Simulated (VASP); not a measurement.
Here is a VASP 6.6.1 calculation.

INCAR

```
SYSTEM = Rh
PREC = Accurate
ENCUT = 620
EDIFF = 1E-7
ISMEAR = -1
SIGMA = 0.15
LREAL = .FALSE.
LASPH = .TRUE.
NELM = 120
ALGO = Normal
ISIF = 3
LWAVE = .FALSE.
LCHARG = .FALSE.
GGA = CA
IBRION = 2
NSW = 80
EDIFFG = -0.01
GGA_COMPAT = .FALSE.
NELMIN = 4
```

Contents of KPOINTS:

```
Automatic mesh
0
G
  14 14 8
  0 0 0
```

Contents of POSCAR:

```
Rh
1.0
    2.7309790000      0.0000000000      0.0000000000
   -1.3654900000      2.3650970000      0.0000000000
    0.0000000000      0.0000000000      4.4284890000
Rh
2
Direct
    0.6666666667      0.3333333333      0.7500000000
    0.3333333333      0.6666666667      0.2500000000
```

Potentials or basis: VASP PAW LDA potentials, release 64 (Rh_sv_GW).

The run is started by

```console
$ cat potpaw_LDA.64/Rh_sv_GW/POTCAR > POTCAR
$ mpirun -np 1 vasp_std > vasp.out
```

What does it give for the band gap on the k mesh?

Zero (bands 17 and 18 overlap by 2.42 eV).

Predict the relaxed volume.

13.36 Å³/atom.

Predict the relaxed cell.

a = 2.675 Å, b = 2.675 Å, c = 4.310 Å, α = 90.00°, β = 90.00°, γ = 120.00°.

Final structure:
```cif
data_structure
_symmetry_space_group_name_H-M 'P 1'
_symmetry_Int_Tables_number 1
_cell_length_a 2.6751
_cell_length_b 2.6751
_cell_length_c 4.3100
_cell_angle_alpha 90.000
_cell_angle_beta 90.000
_cell_angle_gamma 120.000
_cell_volume 26.71
loop_
_atom_site_label
_atom_site_type_symbol
_atom_site_fract_x
_atom_site_fract_y
_atom_site_fract_z
_atom_site_occupancy
Rh1 Rh 0.66667 0.33333 0.75000 1
Rh2 Rh 0.33333 0.66667 0.25000 1
```
